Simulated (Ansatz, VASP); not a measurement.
**BeTe: VASP beside Ansatz**

```
Te Be
1.0
     0.00000    2.78834    2.78834
     2.78834    0.00000    2.78834
     2.78834    2.78834    0.00000
Te Be
1 1
Direct
  0.75000 0.75000 0.75000
  0.00000 0.00000 0.00000
```

Alike in both runs: task single point; functional PBEsol; dispersion D3(BJ); k mesh 8 × 8 × 8; occupations fermi-dirac, width 0.05 eV; no spin polarisation.

|  | VASP | Ansatz |
| --- | --- | --- |
| version | VASP 6.6.1 | Ansatz 0.2.0 |
| potentials or method | VASP PAW PBE potentials, release 64 (Te, Be) | Ansatz PAW |
| plane-wave cutoff (eV) | 520 | 420 |
| valence electrons in the cell | 8 | 18 |

|  | VASP | Ansatz | Ansatz less VASP |
| --- | --- | --- | --- |
| gap on the k mesh at the Fermi level (eV) | 1.78 | 1.80 | +0.019 |
| least direct gap on the mesh (eV) | 3.57 | 3.60 | +0.022 |
| pressure (GPa) | -1.1 | -1.4 | -0.28 |

VASP's potentials were made for PBE, not for PBEsol. VASP's potentials hold 8 valence electrons a cell and Ansatz's 18, so a difference there can come from the potentials and not from the codes.

Spin-orbit coupling is off throughout.
